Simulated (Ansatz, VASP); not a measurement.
## Sr2AlO in VASP and in Ansatz

```xyz
8
Lattice="-3.1288 3.1288 5.6367 3.1288 -3.1288 5.6367 3.1288 3.1288 -5.6367" Properties=species:S:1:pos:R:3 pbc="T T T"
Sr    0.0000    0.0000    8.9640
Sr    0.0000    0.0000    2.3094
Sr    0.0000    3.1288    5.1277
Sr    0.0000    3.1288    0.5090
Al    3.1288    0.0000    2.8183
Al    0.0000    0.0000    5.6367
O     0.0000    0.0000    0.0000
O     0.0000    3.1288    2.8183
```

Alike in both runs: functional PBE; k mesh 4 × 4 × 4; occupations gaussian, width 0.2 eV; no spin polarisation.

Ansatz relaxed the structure, and its values are those at the end. VASP's run is a single point on that final structure, the one shown.

```csv
,VASP,Ansatz
version,VASP 6.6.1,Ansatz 0.2.0
potentials or method,"VASP PAW PBE potentials, release 64 (Sr_sv, Al, O), cutoff 600 eV","scalar-relativistic, plane waves, PAW"
valence electrons in the cell,58,58
```

|  | VASP | Ansatz | Ansatz less VASP |
| --- | --- | --- | --- |
| gap on the k mesh at the Fermi level (eV) | none | none | - |
| pressure (GPa) | 0.4 | 0.2 | -0.18 |
| rms of the force components (eV/Å) | 0.027 | 0.006 | -0.0208 |

A gap of «none» marks a metal or a gap that the smearing closes.
